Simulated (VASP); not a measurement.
A run of VASP 6.6.1 is set up as follows.

The input INCAR:

```
PREC = Accurate
ENCUT = 520
EDIFF = 1E-8
ISMEAR = -1
SIGMA = 0.05
LREAL = F
LASPH = T
NELM = 60
ALGO = Normal
ISIF = 2
LWAVE = F
LCHARG = F
GGA = PS
LEFG = T
NBANDS = 12
```

The input KPOINTS:

```
Automatic mesh
0
Gamma
  14 14 14
```

File POSCAR:

```
In
1.0
   -1.6261500000      1.6261500000      2.4739500000
    1.6261500000     -1.6261500000      2.4739500000
    1.6261500000      1.6261500000     -2.4739500000
In
1
Direct
    0.0000000000      0.0000000000      0.0000000000
```

Potentials or basis: VASP PAW PBE potentials, release 64 (In_d).

The run is started by

```sh
$ cat potpaw_PBE.64/In_d/POTCAR > POTCAR
$ mpirun -np 1 vasp_std > vasp.out
```

**Question.** Estimate the pressure.

**Answer.** -1.1 GPa.

Electric field gradients, principal values (V/Å²):
```csv
atom,least,middle,greatest (by size)
1 In,-10.636,-10.636,21.271
```

Caveat: without QUAD_EFG the Cq values of the log hold for a quadrupole moment of 1 mb, not for the nuclei; the PAW data sets were made with another functional, which shifts forces and pressure a little.
